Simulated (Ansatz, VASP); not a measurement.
## Ti in VASP and in Ansatz

INCAR

```
SYSTEM = Ti
PREC = Accurate
ENCUT = 500
EDIFF = 1E-6
ISMEAR = -1
SIGMA = 0.05
LREAL = .False.
LASPH = .True.
NELM = 200
ALGO = Normal
ISIF = 2
LWAVE = .False.
LCHARG = .False.
LNONCOLLINEAR = .True.
MAGMOM = 0 0 0
LORBIT = 11
LSORBIT = .True.
GGA_COMPAT = .False.
LORBMOM = .True.
LMAXMIX = 4
GGA = PE
NBANDS = 23
```

Contents of KPOINTS:

```
regular mesh
0
Gamma
  14 14 14
  0 0 0
```

POSCAR

```
Ti
1.0
    0.0000000000      2.0564785073      2.0564785073
    2.0564785073      0.0000000000      2.0564785073
    2.0564785073      2.0564785073      0.0000000000
Ti
1
Direct
    0.0000000000      0.0000000000      0.0000000000
```

Input for Ansatz:

```yaml
crystal:
  lattice:
    - [0.0, 2.0564785073, 2.0564785073]
    - [2.0564785073, 0.0, 2.0564785073]
    - [2.0564785073, 2.0564785073, 0.0]
  atoms:
    - { symbol: Ti, position: [0.0, 0.0, 0.0] }
kpoints:
  mp_grid: { grid: [14, 14, 14] }
  band_path:
    path:
      - [0.0, 0.0, 0.0]
      - [0.5, 0.0, 0.5]
      - [0.625, 0.25, 0.625]
      - [0.375, 0.375, 0.75]
      - [0.0, 0.0, 0.0]
      - [0.5, 0.5, 0.5]
      - [0.5, 0.25, 0.75]
      - [0.5, 0.0, 0.5]
    npoints: 5
scf:
  occupations: { method: fermi_dirac, width: 0.05 }
hamiltonian:
  xc: pbe
  pseudopotentials: { kind: all_electron, lapw: { basis_error: 0.00025 } }
output:
  forces: true
  stress: true
  eigenvalues: true
magnetization:
  noncollinear: true
  spin_orbit: true
```

Alike in both runs: task single point; functional PBE; k mesh 14 × 14 × 14; occupations fermi-dirac, width 0.05 eV; non-collinear spin, spin-orbit coupling.

|  | VASP | Ansatz |
| --- | --- | --- |
| version | VASP 6.6.1 | Ansatz 0.2.0 |
| potentials or method | VASP PAW PBE potentials, release 64 (Ti_sv), cutoff 500 eV | all-electron LAPW |

|  | VASP | Ansatz | Ansatz less VASP |
| --- | --- | --- | --- |
| pressure (GPa) | -0.4 | 0.0 | +0.42 |
| net moment per atom (μB) | 0.00 | 0.00 | 0.000 |

Ansatz ran all-electron here, and VASP with PAW potentials.
